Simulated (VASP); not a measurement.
# Sn (Immm) in VASP: a series of runs

Runs on Sn. Level: LDA. Tasks: single point.

Program: VASP 6.6.1. These are calculated values, not measurements. Logs are shortened: lines on timing, memory, paths and dates and some standing lists are left out, and cuts for length are marked.

## Step 1: The cell of the first run

It takes space group Immm (No. 71, orthorhombic). Conventional cell: a = 3.358 Å, b = 3.454 Å, c = 4.548 Å, α = 90.00°, β = 90.00°, γ = 90.00°. Sn (site symmetry mmm) has 12 Sn at 3.31 to 3.45 Å within 4.4 Å.

## Step 2: Single point, LDA

File INCAR:

```
SYSTEM = Sn
  PREC = Accurate
  ENCUT = 520
  EDIFF = 1E-6
  ISMEAR = -1
  SIGMA = 0.15
  LREAL = .FALSE.
  LASPH = .TRUE.
  NELM = 100
  ALGO = Normal
  ISIF = 2
  LWAVE = .FALSE.
  LCHARG = .FALSE.
  GGA = CA
  NBANDS = 13
```

File KPOINTS:

```
regular mesh
0
G
  12 12 12
  0 0 0
```

File POSCAR:

```
Sn
1.0
   -1.6792125394      1.7268771726      2.2742453011
    1.6792125394     -1.7268771726      2.2742453011
    1.6792125394      1.7268771726     -2.2742453011
Sn
1
Direct
    0.0000000000      0.0000000000      0.0000000000
```

Potentials or basis: VASP PAW LDA potentials, release 64 (Sn_d).

Started as:

```console
> cat potpaw_LDA.64/Sn_d/POTCAR > POTCAR
> mpirun -np 1 vasp_std > vasp.out
```

OUTCAR:

```text
SYSTEM = Sn
   PREC = Accurate
   ENCUT = 520
   EDIFF = 1E-6
   ISMEAR = -1
   LREAL = .FALSE.
   LASPH = .TRUE.
   NELM = 100
   ISIF = 2
   GGA = CA

 ion  position               nearest neighbor table
   1  0.000  0.000  0.000-

  LATTYP: Found a body centered orthorhombic cell.
 ALAT       =     3.3584250788
 B/A-ratio  =     1.0283851103
 C/A-ratio  =     1.3543522620

  Lattice vectors:

 A1 = (  -1.6792125394,   1.7268771726,   2.2742453011)
 A2 = (   1.6792125394,  -1.7268771726,   2.2742453011)
 A3 = (   1.6792125394,   1.7268771726,  -2.2742453011)

Analysis of symmetry for initial positions (statically):
=====================================================================
 Subroutine PRICEL returns:
 Original cell was already a primitive cell.

 Routine SETGRP: Setting up the symmetry group for a
 body centered orthorhombic supercell.

 Subroutine GETGRP returns: Found  8 space group operations
 (whereof  8 operations were pure point group operations)
 out of a pool of  8 trial point group operations.

The static configuration has the point symmetry D_2h.

Analysis of symmetry for dynamics (positions and initial velocities):
=====================================================================
 Subroutine PRICEL returns:
 Original cell was already a primitive cell.

 Routine SETGRP: Setting up the symmetry group for a
 body centered orthorhombic supercell.

 Subroutine GETGRP returns: Found  8 space group operations
 (whereof  8 operations were pure point group operations)
 out of a pool of  8 trial point group operations.

The dynamic configuration has the point symmetry D_2h.

 Subroutine INISYM returns: Found  8 space group operations
 (whereof  8 operations are pure point group operations),
 and found     1 'primitive' translations

----------------------------------------------------------------------------------------

                                     Primitive cell

  volume of cell :      26.3794

  direct lattice vectors                    reciprocal lattice vectors
    -1.679212539  1.726877173  2.274245301     0.000000000  0.289539990  0.219853153
     1.679212539 -1.726877173  2.274245301     0.297758615  0.000000000  0.219853153
     1.679212539  1.726877173 -2.274245301     0.297758615  0.289539990  0.000000000

  length of vectors
     3.312710554  3.312710554  3.312710554     0.363550292  0.370129169  0.415323487

  position of ions in fractional coordinates (direct lattice)
     0.000000000  0.000000000  0.000000000

  ion indices of the primitive-cell ions
   primitive index   ion index
                 1           1

----------------------------------------------------------------------------------------

 KPOINTS: regular mesh

Automatic generation of k-mesh.
 Grid dimensions read from file:
 generate k-points for:   12   12   12

 Generating k-lattice:

  Cartesian coordinates                     Fractional coordinates (reciprocal lattice)
     0.000000000  0.024128333  0.018321096     0.083333333  0.000000000  0.000000000
     0.024813218  0.000000000  0.018321096    -0.000000000  0.083333333  0.000000000
     0.024813218  0.024128333  0.000000000    -0.000000000  0.000000000  0.083333333

  Length of vectors
     0.030295858  0.030844097  0.034610291

  Shift w.r.t. Gamma in fractional coordinates (k-lattice)
     0.000000000  0.000000000  0.000000000

 Subroutine IBZKPT returns following result:
 ===========================================

 Found    280 irreducible k-points:

 Following reciprocal coordinates:
            Coordinates               Weight
  0.000000  0.000000  0.000000      1.000000
  0.083333  0.000000  0.000000      4.000000
  0.166667  0.000000  0.000000      4.000000
  0.250000 -0.000000  0.000000      4.000000
  0.333333  0.000000  0.000000      4.000000
  0.416667 -0.000000  0.000000      4.000000
[... 16 lines left out ...]
  0.250000  0.166667  0.000000      8.000000
  0.333333  0.166667 -0.000000      8.000000
 [... further k-points ...]
   k-points           NKPTS =    280   k-points in BZ     NKDIM =    280   number of bands    NBANDS=     13
   number of dos      NEDOS =    301   number of ions     NIONS =      1
   total plane-waves  NPLWV =  21952
   dimension x,y,z NGX =    28 NGY =   28 NGZ =   28
   dimension x,y,z NGXF=    56 NGYF=   56 NGZF=   56
   ions per type =               1
   NGX,Y,Z   is equivalent  to a cutoff of  14.05, 14.05, 14.05 a.u.
   NGXF,Y,Z  is equivalent  to a cutoff of  28.10, 28.10, 28.10 a.u.
 SYSTEM =  Sn
   PREC   = accura    normal or accurate (medium, high low for compatibility)
   ISTART =      0    job   : 0-new  1-cont  2-samecut
   ICHARG =      2    charge: 1-file 2-atom 10-const
   ISPIN  =      1    spin polarized calculation?
   LNONCOLLINEAR =      F non collinear calculations
   LSORBIT =      F    spin-orbit coupling
   LASPH  =      T    aspherical Exc in radial PAW
   ENCUT  =  520.0 eV  38.22 Ry    6.18 a.u.   6.16  6.16  6.16*2*pi/ulx,y,z
   NELM   =    100;   NELMIN=  2; NELMDL= -5     # of ELM steps
   EDIFF  = 0.1E-05   stopping-criterion for ELM
   LREAL  =      F    real-space projection
   EDIFFG = 0.1E-04   stopping-criterion for IOM
   NSW    =      0    number of steps for IOM
   IBRION =     -1    ionic relax: 0-MD 1-quasi-New 2-CG
   NFREE  =      0    steps in history (QN), initial steepest desc. (CG)
   ISIF   =      2    stress and relaxation
   ISYM   =      2    0-nonsym 1-usesym 2-fastsym
   POTIM  = 0.5000    time-step for ionic-motion
   TEBEG  =    0.0;   TEEND  =   0.0 temperature during run
   PSTRESS=    0.0 pullay stress
   NELECT =      14.0000    total number of electrons
   NUPDOWN=      -1.0000    fix difference up-down
   EMIN   =  10.00;   EMAX   =-10.00  energy-range for DOS
   EFERMI =   0.00;   METHOD = LEGACY
   ISMEAR =    -1;   SIGMA  =   0.15  broadening in eV -4-tet -1-fermi 0-gaus
   EFERMI_NEDOS =   21; number of points for ismear=-14 and -15
   IALGO  =     38    algorithm
   IMIX   =      4    mixing-type and parameters
     AMIX     =   0.40;   BMIX     =  1.00
     AMIX_MAG =   1.60;   BMIX_MAG =  1.00
  volume/ion in A,a.u.               =      26.38       178.02
  Fermi-wavevector in a.u.,A,eV,Ry     =   1.325448  2.504734 23.902885  1.756812
  Thomas-Fermi vector in A             =   2.454908
   LORBIT       =      0    0 simple, 1 ext, 2 COOP (PROOUT), +10 PAW based schemes
   GGA     = CA    functional components
   LHFCALC =     F    Hartree Fock is set to
   AEXX    =    0.0000 exact exchange contribution
   IVDW    =     0    specifies the selected vdW correction
   LEPSILON=     F    determine dielectric tensor
   LRPA    =     F    only Hartree local field effects (RPA)
 non-spin polarized calculation
  energy-cutoff  :      520.00
  volume of cell :       26.38
 maximum number of plane-waves:       730
 NGX is ok and might be reduce to    28
   NGX = 13   NGY = 13   NGZ = 13

 number of electron      14.0000002 magnetization

 Free energy of the ion-electron system (eV)
  ---------------------------------------------------
  ext. energy  EPLUGINS =         0.00000000
  ---------------------------------------------------
  free energy    TOTEN  =        -4.45496386 eV

  energy without entropy =       -4.41193277  energy(sigma->0) =       -4.43344831

 E-fermi :   8.2413     XC(G=0): -10.7425

 val. band max:        8.2378226094   @ k =  -0.2500  -0.3333   0.1667
 cond. band min:       8.2591842178   @ k =   0.2500   0.0833   0.0000
 fundamental gap:      0.0213616084
 Fermi energy:         8.2412528441

 k-point     1 :       0.0000    0.0000    0.0000
  band No.  band energies     occupation
      1     -13.2620      2.00000
      2     -13.2445      2.00000
      3     -13.2157      2.00000
      4     -13.1747      2.00000
      5     -13.1316      2.00000
      6      -3.1420      2.00000
      7      15.8117      0.00000
      8      15.9591      0.00000
      9      16.4223      0.00000
     10      19.0683      0.00000
     11      19.9386      0.00000
     12      20.4634      0.00000
     13      20.6428      0.00000

 k-point     2 :       0.0833    0.0000    0.0000
  band No.  band energies     occupation
      1     -13.2579      2.00000
      2     -13.2383      2.00000
      3     -13.2145      2.00000
      4     -13.1731      2.00000
      5     -13.1325      2.00000
      6      -2.9983      2.00000
      7      14.3362      0.00000
      8      15.7691      0.00000
      9      16.1295      0.00000
     10      18.5881      0.00000
     11      20.5193      0.00000
     12      21.0379      0.00000
     13      21.9356      0.00000

 k-point     3 :       0.1667    0.0000    0.0000
  band No.  band energies     occupation
      1     -13.2493      2.00000
      2     -13.2282      2.00000
      3     -13.2116      2.00000
      4     -13.1615      2.00000
      5     -13.1322      2.00000
      6      -2.5665      2.00000
      7      11.6967      0.00000
      8      15.4641      0.00000
      9      15.5022      0.00000
     10      18.3246      0.00000
     11      20.9966      0.00000
     12      21.1190      0.00000
     13      21.8330      0.00000

 k-point     4 :       0.2500   -0.0000    0.0000
  band No.  band energies     occupation
      1     -13.2433      2.00000
      2     -13.2281      2.00000
      3     -13.2108      2.00000
      4     -13.1319      2.00000
      5     -13.1237      2.00000
      6      -1.8473      2.00000
      7       9.0652      0.00820
      8      14.8496      0.00000
      9      15.1394      0.00000
     10      18.1987      0.00000
     11      20.2353      0.00000
     12      20.2488      0.00000
     13      22.0417      0.00000

 k-point     5 :       0.3333    0.0000    0.0000
  band No.  band energies     occupation
      1     -13.2422      2.00000
      2     -13.2345      2.00000
      3     -13.2143      2.00000
      4     -13.1066      2.00000
      5     -13.0952      2.00000
      6      -0.8525      2.00000
      7       6.6524      1.99995
      8      14.3171      0.00000
      9      14.8798      0.00000
     10      18.2065      0.00000
     11      19.4806      0.00000
     12      19.5157      0.00000
     13      21.0460      0.00000

 k-point     6 :       0.4167   -0.0000    0.0000
  band No.  band energies     occupation
      1     -13.2438      2.00000
      2     -13.2407      2.00000
      3     -13.2185      2.00000
      4     -13.0905      2.00000
      5     -13.0667      2.00000
      6       0.3518      2.00000
      7       4.5822      2.00000
      8      13.9736      0.00000
      9      14.7183      0.00000
     10      18.3443      0.00000
     11      18.9451      0.00000
     12      19.0762      0.00000
     13      20.3032      0.00000

 k-point     7 :       0.5000   -0.0000    0.0000
  band No.  band energies     occupation
      1     -13.2449      2.00000
      2     -13.2431      2.00000
      3     -13.2202      2.00000
      4     -13.0841      2.00000
      5     -13.0561      2.00000
      6       1.2068      2.00000
      7       3.4364      2.00000
      8      13.8552      0.00000
      9      14.6641      0.00000
     10      18.5417      0.00000
     11      18.6434      0.00000
     12      18.9294      0.00000
     13      20.0199      0.00000
[... 193 lines left out ...]
 k-point    20 :       0.0000    0.1667   -0.0000
  band No.  band energies     occupation
      1     -13.2426      2.00000
      2     -13.2386      2.00000
      3     -13.1973      2.00000
      4     -13.1652      2.00000
      5     -13.1357      2.00000
      6      -2.5430      2.00000
      7      12.1454      0.00000
      8      14.9299      0.00000
      9      15.4495      0.00000
     10      18.1358      0.00000
     11      20.7154      0.00000
     12      21.2027      0.00000
     13      22.0075      0.00000

 k-point    21 :       0.0833    0.1667   -0.0000
  band No.  band energies     occupation
      1     -13.2435      2.00000
      2     -13.2274      2.00000
      3     -13.1942      2.00000
      4     -13.1573      2.00000
      5     -13.1325      2.00000
      6      -2.1878      2.00000
      7      11.2226      0.00000
      8      12.9443      0.00000
      9      15.8400      0.00000
     10      18.7619      0.00000
     11      19.9970      0.00000
     12      21.2857      0.00000
     13      21.9670      0.00000

 k-point    22 :       0.1667    0.1667   -0.0000
  band No.  band energies     occupation
      1     -13.2375      2.00000
      2     -13.2252      2.00000
      3     -13.1828      2.00000
      4     -13.1603      2.00000
      5     -13.1120      2.00000
      6      -1.5461      2.00000
      7       9.9599      0.00002
      8      10.9969      0.00000
      9      15.6397      0.00000
     10      19.2046      0.00000
     11      19.7028      0.00000
     12      20.9788      0.00000
     13      21.5149      0.00000

 k-point    23 :       0.2500    0.1667    0.0000
  band No.  band energies     occupation
      1     -13.2316      2.00000
      2     -13.2275      2.00000
      3     -13.1823      2.00000
      4     -13.1425      2.00000
      5     -13.0944      2.00000
      6      -0.6279      2.00000
      7       7.7160      1.94147
      8      10.4237      0.00000
      9      14.8862      0.00000
     10      18.2496      0.00000
     11      20.3937      0.00000
     12      20.9594      0.00000
     13      22.1570      0.00000

 k-point    24 :       0.3333    0.1667   -0.0000
  band No.  band energies     occupation
      1     -13.2409      2.00000
      2     -13.2179      2.00000
      3     -13.1875      2.00000
      4     -13.1135      2.00000
      5     -13.0868      2.00000
      6       0.5198      2.00000
      7       5.6008      2.00000
      8      10.2874      0.00000
      9      14.0699      0.00000
     10      17.3295      0.00000
     11      20.5650      0.00000
     12      21.4574      0.00000
     13      23.5239      0.00000

 [... further k-points ...]
[... 5 lines left out ...]
  --------------------------------------------------------------------------------------
  -------------------------------------------------------------------------------------
  Total       -0.1136749     -0.2487879     -0.2072783     -0.0000000      0.0000000      0.0000000
  in kB       -6.9041575    -15.1103797    -12.5892522     -0.0000000      0.0000000      0.0000000
  external PRESSURE =     -11.5345965 kB  Pullay stress =       0.0000000 kB

 VOLUME and BASIS-vectors are now :
 -----------------------------------------------------------------------------
  energy-cutoff  :      520.00
  volume of cell :       26.38
      direct lattice vectors                 reciprocal lattice vectors
    -1.679212539  1.726877173  2.274245301     0.000000000  0.289539990  0.219853153
     1.679212539 -1.726877173  2.274245301     0.297758615  0.000000000  0.219853153
     1.679212539  1.726877173 -2.274245301     0.297758615  0.289539990  0.000000000

 POSITION                                       TOTAL-FORCE (eV/Angst)
 -----------------------------------------------------------------------------------
      0.00000      0.00000      0.00000         0.000000      0.000000      0.000000
 -----------------------------------------------------------------------------------
    total drift:                                0.000000     -0.000000      0.000000

  FREE ENERGIE OF THE ION-ELECTRON SYSTEM (eV)
  ---------------------------------------------------
  free  energy   TOTEN  =        -4.4549638578 eV

  energy  without entropy=       -4.4119327712  energy(sigma->0) =       -4.43344831
```

Run time: 77 s. Hardware: 1 thread of AMD EPYC 9R45 (Zen 5), shared host; peak memory 0.17 GiB.

Results:

- Free energy: -4.4550 eV
- Pressure: -1.2 GPa
- Band gap on the k mesh: zero (band 7 reaches 15.81 eV, above the bottom of band 8 at 6.13 eV)

Stress tensor (GPa, compression positive):
```
-0.69  0.00  0.00
 0.00 -1.51  0.00
 0.00  0.00 -1.26
```

Caveat: spin-orbit coupling is left out, which moves the levels of the heavy elements.

(Part 1 of 2 ends here.)
